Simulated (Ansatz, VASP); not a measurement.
BN in VASP and in Ansatz

INCAR

```
PREC = Accurate
ENCUT = 600
EDIFF = 1E-6
ISMEAR = 0
SIGMA = 0.02
LREAL = F
LASPH = T
NELM = 80
ALGO = Normal
ISIF = 3
LWAVE = F
LCHARG = F
GGA = PE
IBRION = 2
NSW = 100
EDIFFG = -0.002
```

The input KPOINTS:

```
Automatic mesh
0
Gamma
  9 9 6
```

Contents of POSCAR:

```
BN
1.0
    2.5500000000      0.0000000000      0.0000000000
   -1.2750000000      2.2083647797      0.0000000000
    0.0000000000      0.0000000000      4.2100000000
B N
2 2
Direct
    0.3333333333      0.6666666667      0.0000000000
    0.6666666667      0.3333333333      0.5000000000
    0.3333333333      0.6666666667      0.3740000000
    0.6666666667      0.3333333333      0.8740000000
```

Input for Ansatz:

```yaml
crystal:
  lattice:
    - [2.55, 0.0, 0.0]
    - [-1.275, 2.2083647797, 0.0]
    - [0.0, 0.0, 4.21]
  atoms:
    - { symbol: B, position: [0.3333333333, 0.6666666667, 0.0] }
    - { symbol: B, position: [0.6666666667, 0.3333333333, 0.5] }
    - { symbol: "N", position: [0.3333333333, 0.6666666667, 0.374] }
    - { symbol: "N", position: [0.6666666667, 0.3333333333, 0.874] }
basis:
  ecutwfc: 420
kpoints:
  mp_grid: { grid: [9, 9, 6] }
hamiltonian:
  xc: pbe
  pseudopotentials: { kind: paw, azcp: { folder: soft_1 } }
scf:
  occupations: { method: gaussian, width: 0.02 }
output:
  forces: true
  stress: true
  eigenvalues: true
relax:
  adjacent_minimum: "off"
  f_tol: 0.002
  max_steps: 80
  cell: { stress_tol: 0.02 }
```

Alike in both runs: task relaxation of cell and atoms; functional PBE; k mesh 9 × 9 × 6; occupations gaussian, width 0.02 eV; no spin polarisation.

|  | VASP | Ansatz |
| --- | --- | --- |
| version | VASP 6.6.1 | Ansatz 0.2.0 |
| potentials or method | VASP PAW PBE potentials, release 64 (B, N), cutoff 600 eV | scalar-relativistic, plane waves, PAW |
| valence electrons in the cell | 16 | 16 |

VASP gave:

* gap on the k mesh at the Fermi level, each at its own relaxed structure (eV): 5.21
* relaxed volume (Å³/atom): 5.97
* relaxed cell length with the largest relative difference (Å): 2.554

Problem. What did Ansatz give for the same quantities?

Solution. gap on the k mesh at the Fermi level, each at its own relaxed structure (eV): 5.22; relaxed volume (Å³/atom): 5.97; relaxed cell length with the largest relative difference (Å): 2.554.
